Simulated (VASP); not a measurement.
Wanted: the native input for a VASP 6.6.1 run.

| Item | Value |
| --- | --- |
| Task | single point |
| Functional | LDA |
| Potentials or basis | VASP PAW LDA potentials, release 64 (Si, O) |
| Cutoff | 520 eV |
| k mesh | 6 × 6 × 10 |
| Occupations | gaussian, width 0.05 eV |
| Spin | no spin polarisation |
| Dipole correction | no |
| Further INCAR settings | ALGO = Normal; EDIFF = 1e-06; NBANDS = 25 |

The structure of SiO2 lies in POSCAR:

```
SiO2
1.0
    4.3992606511      0.0000000000      0.0000000000
    0.0000000000      4.3992606511      0.0000000000
    0.0000000000      0.0000000000      2.5260554659
Si O
2 4
Direct
    0.5000000000      0.5000000000      0.5000000000
    0.0000000000      0.0000000000      0.0000000000
    0.6944252994      0.6944252994      0.0000000000
    0.1944252994      0.8055747006      0.5000000000
    0.3055747006      0.3055747006      0.0000000000
    0.8055747006      0.1944252994      0.5000000000
```

This cell differs from its parent crystal: volume 8.148 Å^3 an atom, c/a of the conventional cell 0.5742.

The input as run:

INCAR

```
ALGO = Normal
EDIFF = 1E-6
ENCUT = 520
GGA = CA
ISIF = 2
ISMEAR = 0
LASPH = T
LCHARG = F
LREAL = F
LWAVE = F
NBANDS = 25
NELM = 80
PREC = Accurate
SIGMA = 0.05
```

KPOINTS

```
k-points
0
Gamma
  6 6 10
```

Potentials or basis: VASP PAW LDA potentials, release 64 (Si, O).

Run with:

```bash
$ cat potpaw_LDA.64/Si/POTCAR potpaw_LDA.64/O/POTCAR > POTCAR
$ mpirun -np 1 vasp_std > vasp.out
```

Results of the run:

- Pressure: -10.7 GPa
- Largest force: 1.214 eV/Å
- Band gap on the k mesh: 4.92 eV, direct

Caveat: forces of over 1 eV/Å act on the atoms, so gaps and moduli don't describe the material at rest.

Wall time 32 s on 1 thread of AMD EPYC 9R45 96-Core Processor (Zen 5) (shared host), peak memory 0.14 GiB.
